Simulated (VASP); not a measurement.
# B (P3_121) in VASP: relaxation of cell and atoms with r2SCAN

Aim: the relaxation of cell and atoms of B with r2SCAN.

Everything below comes from runs of VASP 6.6.1. Logs are shortened: lines on timing, memory, paths and dates and some standing lists are left out, and cuts for length are marked.

### 1 The cell of the first run

Symmetry: P3_121, No. 152, trigonal system. The conventional cell has a = 2.791 Å, b = 2.791 Å, c = 3.167 Å, α = 90.00°, β = 90.00°, γ = 120.00°. B (site symmetry 2) has 2 B at 1.52 Å within 2.0 Å.

### 2 Relaxation of cell and atoms, r2SCAN

File POSCAR:

```
B
1.0
    2.7912484570      0.0000000000      0.0000000000
   -1.3956242285      2.4172920720      0.0000000000
    0.0000000000      0.0000000000      3.1667648111
B
3
Direct
    0.2254000000      0.0000000000      0.3333333333
    0.0000000000      0.2254000000      0.6666666667
    0.7746000000      0.7746000000      0.0000000000
```

File INCAR.step1:

```
SYSTEM = B
  PREC = Accurate
  ENCUT = 600
  ISMEAR = 0
  SIGMA = 0.1
  LREAL = .FALSE.
  LASPH = .TRUE.
  NELM = 80
  GGA = PE
  ALGO = Normal
  EDIFF = 1E-4
  LWAVE = .TRUE.
  LCHARG = .FALSE.
```

File INCAR.step2:

```
SYSTEM = B
  PREC = Accurate
  ENCUT = 600
  EDIFF = 1E-7
  ISMEAR = 0
  SIGMA = 0.1
  LREAL = .FALSE.
  LASPH = .TRUE.
  NELM = 80
  ALGO = Normal
  ISIF = 3
  LWAVE = .FALSE.
  LCHARG = .FALSE.
  METAGGA = R2SCAN
  LMIXTAU = .TRUE.
  IBRION = 2
  NSW = 90
  EDIFFG = -0.04
  ISTART = 1
```

File KPOINTS:

```
regular mesh
0
G
  9 9 6
  0 0 0
```

Potentials or basis: VASP PAW PBE potentials, release 64 (B).

Started as:

```
$ cat potpaw_PBE.64/B/POTCAR > POTCAR
$ cp INCAR.step1 INCAR
$ mpirun -np 1 vasp_std > vasp.out
$ cp INCAR.step2 INCAR
$ mpirun -np 1 vasp_std > vasp.out
```

OUTCAR:

```text
SYSTEM = B
   PREC = Accurate
   ENCUT = 600
   EDIFF = 1E-7
   ISMEAR = 0
   LREAL = .FALSE.
   LASPH = .TRUE.
   NELM = 80
   ISIF = 3
   METAGGA = R2SCAN
   IBRION = 2
   NSW = 90
   EDIFFG = -0.04
   ISTART = 1

 ion  position               nearest neighbor table
   1  0.225  0.000  0.333-   3 1.52   2 1.52
   2  0.000  0.225  0.667-   3 1.52   1 1.52
   3  0.775  0.775  0.000-   2 1.52   1 1.52

  LATTYP: Found a hexagonal cell.
 ALAT       =     2.7912484570
 C/A-ratio  =     1.1345334749

  Lattice vectors:

 A1 = (   2.7912484570,   0.0000000000,   0.0000000000)
 A2 = (  -1.3956242285,   2.4172920720,   0.0000000000)
 A3 = (   0.0000000000,   0.0000000000,   3.1667648111)

Analysis of symmetry for initial positions (statically):
=====================================================================
 Subroutine PRICEL returns:
 Original cell was already a primitive cell.

 Routine SETGRP: Setting up the symmetry group for a
 hexagonal supercell.

 Subroutine GETGRP returns: Found  6 space group operations
 (whereof  2 operations were pure point group operations)
 out of a pool of 24 trial point group operations.

The static configuration has the point symmetry C_2 .
 The point group associated with its full space group is D_3 .

Analysis of symmetry for dynamics (positions and initial velocities):
=====================================================================
 Subroutine PRICEL returns:
 Original cell was already a primitive cell.

 Routine SETGRP: Setting up the symmetry group for a
 hexagonal supercell.

 Subroutine GETGRP returns: Found  6 space group operations
 (whereof  2 operations were pure point group operations)
 out of a pool of 24 trial point group operations.

The dynamic configuration has the point symmetry C_2 .
 The point group associated with its full space group is D_3 .

 Subroutine INISYM returns: Found  6 space group operations
 (whereof  2 operations are pure point group operations),
 and found     1 'primitive' translations

----------------------------------------------------------------------------------------

                                     Primitive cell

  volume of cell :      21.3670

  direct lattice vectors                    reciprocal lattice vectors
     2.791248457  0.000000000  0.000000000     0.358262625  0.206843023  0.000000000
    -1.395624229  2.417292072  0.000000000     0.000000000  0.413686046  0.000000000
     0.000000000  0.000000000  3.166764811     0.000000000  0.000000000  0.315779687

  length of vectors
     2.791248457  2.791248457  3.166764811     0.413686046  0.413686046  0.315779687

  position of ions in fractional coordinates (direct lattice)
     0.225400000  0.000000000  0.333333333
     0.000000000  0.225400000  0.666666667
     0.774600000  0.774600000  0.000000000

  ion indices of the primitive-cell ions
   primitive index   ion index
                 1           1
                 2           2
                 3           3

----------------------------------------------------------------------------------------

 KPOINTS: regular mesh

Automatic generation of k-mesh.
 Grid dimensions read from file:
 generate k-points for:    9    9    6

 Generating k-lattice:

  Cartesian coordinates                     Fractional coordinates (reciprocal lattice)
     0.039806958  0.022982558  0.000000000     0.111111111 -0.000000000  0.000000000
     0.000000000  0.045965116  0.000000000     0.000000000  0.111111111  0.000000000
     0.000000000  0.000000000  0.052629948     0.000000000  0.000000000  0.166666667

  Length of vectors
     0.045965116  0.045965116  0.052629948

  Shift w.r.t. Gamma in fractional coordinates (k-lattice)
     0.000000000  0.000000000  0.000000000

 Subroutine IBZKPT returns following result:
 ===========================================

 Found     62 irreducible k-points:

 Following reciprocal coordinates:
            Coordinates               Weight
  0.000000  0.000000  0.000000      1.000000
  0.111111 -0.000000  0.000000      6.000000
  0.222222 -0.000000  0.000000      6.000000
  0.333333  0.000000  0.000000      6.000000
  0.444444 -0.000000  0.000000      6.000000
  0.111111  0.111111  0.000000      6.000000
[... 16 lines left out ...]
  0.222222  0.111111  0.166667     12.000000
 -0.111111  0.333333  0.166667     12.000000
 [... further k-points ...]
   k-points           NKPTS =     62   k-points in BZ     NKDIM =     62   number of bands    NBANDS=      8
   number of dos      NEDOS =    301   number of ions     NIONS =      3
   total plane-waves  NPLWV =  16128
   dimension x,y,z NGX =    24 NGY =   24 NGZ =   28
   dimension x,y,z NGXF=    48 NGYF=   48 NGZF=   56
   ions per type =               3
   NGX,Y,Z   is equivalent  to a cutoff of  14.29, 14.29, 14.70 a.u.
   NGXF,Y,Z  is equivalent  to a cutoff of  28.59, 28.59, 29.40 a.u.
 SYSTEM =  B
   PREC   = accura    normal or accurate (medium, high low for compatibility)
   ISTART =      1    job   : 0-new  1-cont  2-samecut
   ICHARG =      0    charge: 1-file 2-atom 10-const
   ISPIN  =      1    spin polarized calculation?
   LNONCOLLINEAR =      F non collinear calculations
   LSORBIT =      F    spin-orbit coupling
   LASPH  =      T    aspherical Exc in radial PAW
   ENCUT  =  600.0 eV  44.10 Ry    6.64 a.u.   5.57  5.57  6.32*2*pi/ulx,y,z
   NELM   =     80;   NELMIN=  2; NELMDL=  0     # of ELM steps
   EDIFF  = 0.1E-06   stopping-criterion for ELM
   LREAL  =      F    real-space projection
   EDIFFG = -.4E-01   stopping-criterion for IOM
   NSW    =     90    number of steps for IOM
   IBRION =      2    ionic relax: 0-MD 1-quasi-New 2-CG
   NFREE  =      1    steps in history (QN), initial steepest desc. (CG)
   ISIF   =      3    stress and relaxation
   ISYM   =      2    0-nonsym 1-usesym 2-fastsym
   POTIM  = 0.5000    time-step for ionic-motion
   TEBEG  =    0.0;   TEEND  =   0.0 temperature during run
   PSTRESS=    0.0 pullay stress
   NELECT =       9.0000    total number of electrons
   NUPDOWN=      -1.0000    fix difference up-down
   EMIN   =  10.00;   EMAX   =-10.00  energy-range for DOS
   EFERMI =   0.00;   METHOD = LEGACY
   ISMEAR =     0;   SIGMA  =   0.10  broadening in eV -4-tet -1-fermi 0-gaus
   EFERMI_NEDOS =   21; number of points for ismear=-14 and -15
   IALGO  =     38    algorithm
   IMIX   =      4    mixing-type and parameters
     AMIX     =   0.40;   BMIX     =  1.00
     AMIX_MAG =   1.60;   BMIX_MAG =  1.00
  volume/ion in A,a.u.               =       7.12        48.06
  Fermi-wavevector in a.u.,A,eV,Ry     =   1.227179  2.319032 20.489937  1.505968
  Thomas-Fermi vector in A             =   2.362152
   LORBIT       =      0    0 simple, 1 ext, 2 COOP (PROOUT), +10 PAW based schemes
   METAGGA = R2SCAN    functional components
   LHFCALC =     F    Hartree Fock is set to
   AEXX    =    0.0000 exact exchange contribution
   IVDW    =     0    specifies the selected vdW correction
   LEPSILON=     F    determine dielectric tensor
   LRPA    =     F    only Hartree local field effects (RPA)
 conjugate gradient relaxation of ions
 non-spin polarized calculation
 Gauss-broadening in eV      SIGMA  =   0.10
  energy-cutoff  :      600.00
  volume of cell :       21.37
 maximum number of plane-waves:       733
 NGX is ok and might be reduce to    24
   NGX = 11   NGY = 11   NGZ = 13

--------------------------------------- Ionic step        1  -------------------------------------------

 number of electron       9.0000000 magnetization

 Free energy of the ion-electron system (eV)
  ---------------------------------------------------
  ext. energy  EPLUGINS =         0.00000000
  ---------------------------------------------------
  free energy    TOTEN  =       -16.91837981 eV

  energy without entropy =      -16.90919468  energy(sigma->0) =      -16.91378725

------------------------ aborting loop because EDIFF is reached ----------------------------------------

  FORCE on cell =-STRESS in cart. coord.  units (eV):
  Direction    XX          YY          ZZ          XY          YZ          ZX
  --------------------------------------------------------------------------------------
  -------------------------------------------------------------------------------------
  Total        2.1559808      2.1559808     10.9059675     -0.0000000      0.0000000      0.0000000
  in kB      161.6635236    161.6635236    817.7703274     -0.0000000      0.0000000      0.0000000
  external PRESSURE =     380.3657915 kB  Pullay stress =       0.0000000 kB
[... 92 lines left out ...]
  FREE ENERGIE OF THE ION-ELECTRON SYSTEM (eV)
  ---------------------------------------------------
  free  energy   TOTEN  =       -17.9570211876 eV

  energy  without entropy=      -17.9521348851  energy(sigma->0) =      -17.95457804

[... ionic steps 4 to 13 ...]

--------------------------------------- Ionic step       14  -------------------------------------------

 number of electron       9.0000000 magnetization

------------------------ aborting loop because EDIFF is reached ----------------------------------------

  FORCE on cell =-STRESS in cart. coord.  units (eV):
  Direction    XX          YY          ZZ          XY          YZ          ZX
  --------------------------------------------------------------------------------------
  -------------------------------------------------------------------------------------
  Total       -0.1125619     -0.1125619     -0.4097969      0.0000000     -0.0000000      0.0000000
  in kB       -9.3906843     -9.3906843    -34.1880488      0.0000000     -0.0000000      0.0000000
  external PRESSURE =     -17.6564725 kB  Pullay stress =       0.0000000 kB
[... 59 lines left out ...]
  energy  without entropy=      -18.5658304428  energy(sigma->0) =      -18.56792230

--------------------------------------- Ionic step       16  -------------------------------------------

 number of electron       9.0000000 magnetization

 Free energy of the ion-electron system (eV)
  ---------------------------------------------------
  ext. energy  EPLUGINS =         0.00000000
  ---------------------------------------------------
  free energy    TOTEN  =       -18.57025247 eV

  energy without entropy =      -18.56581263  energy(sigma->0) =      -18.56803255

 E-fermi :   8.5655     XC(G=0): -13.5700

 val. band max:        8.5636626811   @ k =   0.0000   0.2222   0.1667
 cond. band min:       8.6626171421   @ k =   0.4444   0.1111   0.1667
 fundamental gap:      0.0989544610
 Fermi energy:         8.5654646890

 k-point     1 :       0.0000    0.0000    0.0000
  band No.  band energies     occupation
      1      -9.7536      2.00000
      2      -1.5298      2.00000
      3      -1.5298      2.00000
      4      16.0020      0.00000
      5      16.1168      0.00000
      6      16.1168      0.00000
      7      16.2341      0.00000
      8      22.9111      0.00000
[... 243 lines left out ...]
 k-point    24 :      -0.1111    0.3333    0.1667
  band No.  band energies     occupation
      1      -6.8890      2.00000
      2      -1.4429      2.00000
      3       3.3966      2.00000
      4       6.4957      2.00000
      5       8.9386      0.00000
      6      13.2189      0.00000
      7      14.5207      0.00000
      8      18.1192      0.00000

 [... further k-points ...]
[... 5 lines left out ...]
  --------------------------------------------------------------------------------------
  -------------------------------------------------------------------------------------
  Total        0.0405725      0.0405725      0.0286070     -0.0000000     -0.0000000      0.0000000
  in kB        3.4048009      3.4048009      2.4006696     -0.0000000     -0.0000000      0.0000000
  external PRESSURE =       3.0700905 kB  Pullay stress =       0.0000000 kB
[... 18 lines left out ...]
  FREE ENERGIE OF THE ION-ELECTRON SYSTEM (eV)
  ---------------------------------------------------
  free  energy   TOTEN  =       -18.5702524723 eV

  energy  without entropy=      -18.5658126336  energy(sigma->0) =      -18.56803255

 reached required accuracy - stopping structural energy minimisation
```

Run time: 4.1 min. Hardware: 1 thread of Intel Xeon 6975P-C (Granite Rapids), shared host; peak memory 0.14 GiB.

What came out:

| Quantity | Value |
| --- | --- |
| Free energy | -18.5703 eV |
| Relaxed volume | 6.36 Å³/atom |
| Relaxed cell | a = 2.379 Å, b = 2.379 Å, c = 3.895 Å, α = 90.00°, β = 90.00°, γ = 120.00° |
| Space group after relaxing (to 0.05 Å) | R-3m (No. 166) |
| Energy gained by relaxing | 550.6 meV/atom |
| Ionic steps | 16 |
| Pressure after relaxing | 0.3 GPa |
| Largest force after relaxing | 0.019 eV/Å |

Forces in eV/Å, atoms in the order of the input:
```
B   -0.019  0.000  0.000
B    0.010 -0.017  0.000
B    0.010  0.017  0.000
```

Stress tensor (GPa, compression positive):
```
0.34 0.00 0.00
0.00 0.34 0.00
0.00 0.00 0.24
```

The path:
```csv
step,energy change (eV),largest force (eV/Å),pressure (GPa),volume (Å³)
1,0.0000,4.4157,38.04,21.37
2,-0.5116,0.4982,-37.76,26.89
3,-1.0386,0.3334,-17.05,24.06
4,-1.0394,0.3821,-16.30,24.00
5,-1.3452,0.4898,-8.53,22.00
6,-1.4071,0.4816,-2.66,21.05
7,-1.4405,0.5390,13.34,19.19
8,-1.6149,0.0821,1.47,19.40
9,-1.6451,0.0066,-2.82,19.46
10,-1.5639,0.0776,-9.10,19.52
11,-1.6476,0.0014,-3.74,19.47
12,-1.6476,0.0049,-4.00,19.47
13,-1.6483,0.0494,0.44,18.95
14,-1.6504,0.0240,-1.77,19.20
15,-1.6516,0.0172,1.10,19.05
16,-1.6519,0.0192,0.31,19.09
```

Final structure:
```
B
1.0
     2.37906    0.00000    0.00000
    -1.18953    2.06032    0.00000
     0.00000    0.00000    3.89503
B
3
Cartesian
  0.8011 0.0000 1.2983
  1.9785 0.6938 2.5967
  0.7890 1.3665 0.0000
```

Levels at points of the mesh, in eV from the Fermi level:
| k point | band 2 | band 3 | band 4 | band 5 | band 6 | band 7 |
| --- | --- | --- | --- | --- | --- | --- |
| (0.00, 0.00, 0.00) | -10.10 | -10.10 | 7.44 | 7.55 | 7.55 | 7.67 |
| (0.00, 0.00, 0.50) | -16.23 | -3.22 | 6.28 | 6.90 | 6.90 | 10.52 |

Caveat: the PAW data sets were made with another functional, which shifts forces and pressure a little.
